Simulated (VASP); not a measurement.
# Sn (Fd-3m) in VASP: further runs, part 2 of 2

VASP 6.6.1. Earlier steps stand in the parts before.

## Step 4: Relaxation of cell and atoms, PBEsol

INCAR reads:

```
  PREC = Accurate
  ENCUT = 600
  EDIFF = 1E-6
  ISMEAR = 0
  SIGMA = 0.1
  LREAL = F
  LASPH = T
  NELM = 60
  ALGO = Fast
  ISIF = 3
  LWAVE = F
  LCHARG = F
  GGA = PS
  IBRION = 2
  NSW = 100
  EDIFFG = -0.01
```

KPOINTS reads:

```
Automatic mesh
0
Gamma
  14 14 14
```

POSCAR reads:

```
Sn
1.0
    0.0000000000      3.2849869970      3.2849869970
    3.2849869970      0.0000000000      3.2849869970
    3.2849869970      3.2849869970      0.0000000000
Sn
2
Direct
    0.0000000000      0.0000000000      0.0000000000
    0.2500000000      0.2500000000      0.2500000000
```

Potentials or basis: VASP PAW PBE potentials, release 64 (Sn_d).

Command:

```sh
cat potpaw_PBE.64/Sn_d/POTCAR > POTCAR
mpirun -np 1 vasp_std > vasp.out
```

OUTCAR:

```text
PREC = Accurate
   ENCUT = 600
   EDIFF = 1E-6
   ISMEAR = 0
   LREAL = F
   LASPH = T
   NELM = 60
   ISIF = 3
   GGA = PS
   IBRION = 2
   NSW = 100
   EDIFFG = -0.01

 ion  position               nearest neighbor table
   1  0.000  0.000  0.000-   2 2.84   2 2.84   2 2.84   2 2.84
   2  0.250  0.250  0.250-   1 2.84   1 2.84   1 2.84   1 2.84

  LATTYP: Found a face centered cubic cell.
 ALAT       =     6.5699739940

  Lattice vectors:

 A1 = (   0.0000000000,   3.2849869970,   3.2849869970)
 A2 = (   3.2849869970,   0.0000000000,   3.2849869970)
 A3 = (   3.2849869970,   3.2849869970,   0.0000000000)

Analysis of symmetry for initial positions (statically):
=====================================================================
 Subroutine PRICEL returns:
 Original cell was already a primitive cell.

 Routine SETGRP: Setting up the symmetry group for a
 face centered cubic supercell.

 Subroutine GETGRP returns: Found 48 space group operations
 (whereof 24 operations were pure point group operations)
 out of a pool of 48 trial point group operations.

The static configuration has the point symmetry T_d .
 The point group associated with its full space group is O_h .

Analysis of symmetry for dynamics (positions and initial velocities):
=====================================================================
 Subroutine PRICEL returns:
 Original cell was already a primitive cell.

 Routine SETGRP: Setting up the symmetry group for a
 face centered cubic supercell.

 Subroutine GETGRP returns: Found 48 space group operations
 (whereof 24 operations were pure point group operations)
 out of a pool of 48 trial point group operations.

The dynamic configuration has the point symmetry T_d .
 The point group associated with its full space group is O_h .

 Subroutine INISYM returns: Found 48 space group operations
 (whereof 24 operations are pure point group operations),
 and found     1 'primitive' translations

----------------------------------------------------------------------------------------

                                     Primitive cell

  volume of cell :      70.8975

  direct lattice vectors                    reciprocal lattice vectors
     0.000000000  3.284986997  3.284986997    -0.152207604  0.152207604  0.152207604
     3.284986997  0.000000000  3.284986997     0.152207604 -0.152207604  0.152207604
     3.284986997  3.284986997  0.000000000     0.152207604  0.152207604 -0.152207604

  length of vectors
     4.645673163  4.645673163  4.645673163     0.263631303  0.263631303  0.263631303

  position of ions in fractional coordinates (direct lattice)
     0.000000000  0.000000000  0.000000000
     0.250000000  0.250000000  0.250000000

  ion indices of the primitive-cell ions
   primitive index   ion index
                 1           1
                 2           2

----------------------------------------------------------------------------------------

 KPOINTS: Automatic mesh

Automatic generation of k-mesh.
 Grid dimensions read from file:
 generate k-points for:   14   14   14
[... 22 lines left out ...]
  0.071429  0.000000  0.000000      8.000000
  0.142857  0.000000  0.000000      8.000000
  0.214286  0.000000  0.000000      8.000000
  0.285714  0.000000  0.000000      8.000000
  0.357143  0.000000  0.000000      8.000000
[... 16 lines left out ...]
  0.214286  0.142857  0.000000     24.000000
  0.285714  0.142857  0.000000     24.000000
 [... further k-points ...]
   k-points           NKPTS =    104   k-points in BZ     NKDIM =    104   number of bands    NBANDS=     18
   number of dos      NEDOS =    301   number of ions     NIONS =      2
   total plane-waves  NPLWV =  64000
   dimension x,y,z NGX =    40 NGY =   40 NGZ =   40
   dimension x,y,z NGXF=    80 NGYF=   80 NGZF=   80
   ions per type =               2
   NGX,Y,Z   is equivalent  to a cutoff of  14.31, 14.31, 14.31 a.u.
   NGXF,Y,Z  is equivalent  to a cutoff of  28.63, 28.63, 28.63 a.u.
 SYSTEM =  unknown system
   PREC   = accura    normal or accurate (medium, high low for compatibility)
   ISTART =      0    job   : 0-new  1-cont  2-samecut
   ICHARG =      2    charge: 1-file 2-atom 10-const
   ISPIN  =      1    spin polarized calculation?
   LNONCOLLINEAR =      F non collinear calculations
   LSORBIT =      F    spin-orbit coupling
   LASPH  =      T    aspherical Exc in radial PAW
   ENCUT  =  600.0 eV  44.10 Ry    6.64 a.u.   9.28  9.28  9.28*2*pi/ulx,y,z
   NELM   =     60;   NELMIN=  2; NELMDL= -5     # of ELM steps
   EDIFF  = 0.1E-05   stopping-criterion for ELM
   LREAL  =      F    real-space projection
   EDIFFG = -.1E-01   stopping-criterion for IOM
   NSW    =    100    number of steps for IOM
   IBRION =      2    ionic relax: 0-MD 1-quasi-New 2-CG
   NFREE  =      1    steps in history (QN), initial steepest desc. (CG)
   ISIF   =      3    stress and relaxation
   ISYM   =      2    0-nonsym 1-usesym 2-fastsym
   POTIM  = 0.5000    time-step for ionic-motion
   TEBEG  =    0.0;   TEEND  =   0.0 temperature during run
   PSTRESS=    0.0 pullay stress
   NELECT =      28.0000    total number of electrons
   NUPDOWN=      -1.0000    fix difference up-down
   EMIN   =  10.00;   EMAX   =-10.00  energy-range for DOS
   EFERMI =   0.00;   METHOD = LEGACY
   ISMEAR =     0;   SIGMA  =   0.10  broadening in eV -4-tet -1-fermi 0-gaus
   EFERMI_NEDOS =   21; number of points for ismear=-14 and -15
   IALGO  =     68    algorithm
   IMIX   =      4    mixing-type and parameters
     AMIX     =   0.40;   BMIX     =  1.00
     AMIX_MAG =   1.60;   BMIX_MAG =  1.00
  volume/ion in A,a.u.               =      35.45       239.22
  Fermi-wavevector in a.u.,A,eV,Ry     =   1.201113  2.269774 19.628749  1.442672
  Thomas-Fermi vector in A             =   2.336931
   LORBIT       =      0    0 simple, 1 ext, 2 COOP (PROOUT), +10 PAW based schemes
   GGA     = PS    functional components
   LHFCALC =     F    Hartree Fock is set to
   AEXX    =    0.0000 exact exchange contribution
   IVDW    =     0    specifies the selected vdW correction
   LEPSILON=     F    determine dielectric tensor
   LRPA    =     F    only Hartree local field effects (RPA)
 conjugate gradient relaxation of ions
 non-spin polarized calculation
 RMM-DIIS sequential band-by-band and
 Gauss-broadening in eV      SIGMA  =   0.10
  energy-cutoff  :      600.00
  volume of cell :       70.90
 maximum number of plane-waves:      2421
 NGX is ok and might be reduce to    40
   NGX = 19   NGY = 19   NGZ = 19

--------------------------------------- Ionic step        1  -------------------------------------------

 number of electron      27.9999999 magnetization

 Free energy of the ion-electron system (eV)
  ---------------------------------------------------
  ext. energy  EPLUGINS =         0.00000000
  ---------------------------------------------------
  free energy    TOTEN  =        -8.46515691 eV

  energy without entropy =       -8.46426468  energy(sigma->0) =       -8.46471080

------------------------ aborting loop because EDIFF is reached ----------------------------------------

  FORCE on cell =-STRESS in cart. coord.  units (eV):
  Direction    XX          YY          ZZ          XY          YZ          ZX
  --------------------------------------------------------------------------------------
  -------------------------------------------------------------------------------------
  Total       -0.2732208     -0.2732208     -0.2732208      0.0000000      0.0000000      0.0000000
  in kB       -6.1743802     -6.1743802     -6.1743802      0.0000000      0.0000000      0.0000000
  external PRESSURE =      -6.1743802 kB  Pullay stress =       0.0000000 kB
[... 59 lines left out ...]
--------------------------------------- Ionic step        3  -------------------------------------------

 number of electron      28.0000003 magnetization

 Free energy of the ion-electron system (eV)
  ---------------------------------------------------
  ext. energy  EPLUGINS =         0.00000000
  ---------------------------------------------------
  free energy    TOTEN  =        -8.46701228 eV

  energy without entropy =       -8.46611701  energy(sigma->0) =       -8.46656465

 E-fermi :   5.2458     XC(G=0):  -8.9664

 val. band max:        5.2317531397   @ k =   0.0714   0.0000   0.0000
 cond. band min:       5.2702503767   @ k =   0.3571   0.0000   0.0000
 fundamental gap:      0.0384972371
 Fermi energy:         5.2458139069

 k-point     1 :       0.0000    0.0000    0.0000
  band No.  band energies     occupation
      1     -16.3077      2.00000
      2     -16.3077      2.00000
      3     -16.3077      2.00000
      4     -16.2503      2.00000
      5     -16.2503      2.00000
      6     -15.9571      2.00000
[... 481 lines left out ...]
      5     -16.1828      2.00000
      6     -16.0492      2.00000
[... 10 lines left out ...]
     17       9.2689      0.00000
     18       9.3274      0.00000

 [... further k-points ...]
[... 5 lines left out ...]
  --------------------------------------------------------------------------------------
  -------------------------------------------------------------------------------------
  Total        0.0105291      0.0105291      0.0105291      0.0000000      0.0000000     -0.0000000
  in kB        0.2413038      0.2413038      0.2413038      0.0000000      0.0000000     -0.0000000
  external PRESSURE =       0.2413038 kB  Pullay stress =       0.0000000 kB
[... 17 lines left out ...]
  FREE ENERGIE OF THE ION-ELECTRON SYSTEM (eV)
  ---------------------------------------------------
  free  energy   TOTEN  =        -8.4670122792 eV

  energy  without entropy=       -8.4661170142  energy(sigma->0) =       -8.46656465

 reached required accuracy - stopping structural energy minimisation
```

OSZICAR:

```text
N       E                     dE             d eps       ncg     rms          rms(c)
DAV:   1     0.213093679093E+03    0.21309E+03   -0.16085E+04  3746   0.238E+03
DAV:   2     0.120079019245E+02   -0.20109E+03   -0.19889E+03  3754   0.465E+02
DAV:   3    -0.787309446992E+01   -0.19881E+02   -0.19740E+02  4154   0.151E+02
[... 24 lines left out ...]
RMM:   3    -0.846707094551E+01    0.19303E-02   -0.63340E-03  3993   0.120E+00    0.332E-02
RMM:   4    -0.846700234075E+01    0.68605E-04   -0.69401E-04  4339   0.257E-01    0.132E-02
RMM:   5    -0.846701811417E+01   -0.15773E-04   -0.16158E-04  5248   0.146E-01    0.137E-02
RMM:   6    -0.846701480817E+01    0.33060E-05   -0.22634E-05  4314   0.633E-02    0.692E-03
RMM:   7    -0.846701213524E+01    0.26729E-05   -0.85982E-06  3344   0.252E-02    0.101E-03
RMM:   8    -0.846701227923E+01   -0.14399E-06   -0.17532E-06  2530   0.180E-02
   3 F= -.84670123E+01 E0= -.84665646E+01  d E =-.185537E-02
```

CONTCAR:

```text
Sn
   1.00000000000000
    -0.0000000000000000    3.2696610677077587    3.2696610677077587
     3.2696610677077587   -0.0000000000000000    3.2696610677077587
     3.2696610677077587    3.2696610677077587    0.0000000000000000
  Sn
     2
Direct
     0.0000000000000000    0.0000000000000000    0.0000000000000000
     0.2500000000000000    0.2500000000000000    0.2500000000000000

  0.00000000E+00  0.00000000E+00  0.00000000E+00
  0.00000000E+00  0.00000000E+00  0.00000000E+00
```

It took 13 min on 1 thread of Oxide Virtual Turin-like, shared host; peak memory 0.3 GiB.

Results:

| Item | Value |
| --- | --- |
| Free energy | -8.4670 eV |
| Relaxed volume | 34.95 Å³/atom |
| Relaxed cell | a = 4.624 Å, b = 4.624 Å, c = 4.624 Å, α = 60.00°, β = 60.00°, γ = 60.00° |
| Space group after relaxing (to 0.05 Å) | Fd-3m (No. 227) |
| Energy gained by relaxing | 0.9 meV/atom |
| Ionic steps | 3 |
| Pressure after relaxing | 0.0 GPa |
| Band gap on the k mesh | zero (band 14 reaches 5.33 eV, above the bottom of band 15 at 5.14 eV) |

Step by step:
| step | energy change (eV) | largest force (eV/Å) | pressure (GPa) | volume (Å³) |
| --- | --- | --- | --- | --- |
| 1 | 0.0000 | 0.0000 | -0.62 | 70.90 |
| 2 | -0.0016 | 0.0000 | 0.25 | 69.50 |
| 3 | -0.0019 | 0.0000 | 0.02 | 69.91 |

Final structure:
```yaml
crystal:
  lattice:
    - [0.00000, 3.26966, 3.26966]
    - [3.26966, 0.00000, 3.26966]
    - [3.26966, 3.26966, 0.00000]
  atoms:
    - { symbol: Sn, position: [0.00000, 0.00000, 0.00000] }
    - { symbol: Sn, position: [0.25000, 0.25000, 0.25000] }
```

Caveat: the PAW data sets were made with another functional, which shifts forces and pressure a little; spin-orbit coupling is left out, which moves the levels of the heavy elements.

## Step 5: Summary

| task | cell | k mesh | cutoff (eV) | gap on the mesh (eV) | pressure (GPa) |
| --- | --- | --- | --- | --- | --- |
| single point | a = 4.646 Å, angles 60.0°, 2 atoms | 6 × 6 × 6 | 520 | none | -0.6 |
| single point | a = 4.625 Å, angles 60.0°, 2 atoms | 14 × 14 × 14 | 520 | none | -0.1 |
| relaxation of cell and atoms | relaxed from a = 4.646 Å, angles 60.0°, 2 atoms | 14 × 14 × 14 | 600 | none | 0.0 |

Alike in all rows: level PBEsol; potentials or basis VASP PAW PBE potentials, release 64 (Sn_d); no spin polarisation; smearing gaussian 0.1 eV.

Caveats: the PAW data sets were made with another functional, which shifts forces and pressure a little; spin-orbit coupling is left out, which moves the levels of the heavy elements.

Total energies depend on the potentials used, so only differences within one code and one set of settings carry meaning.
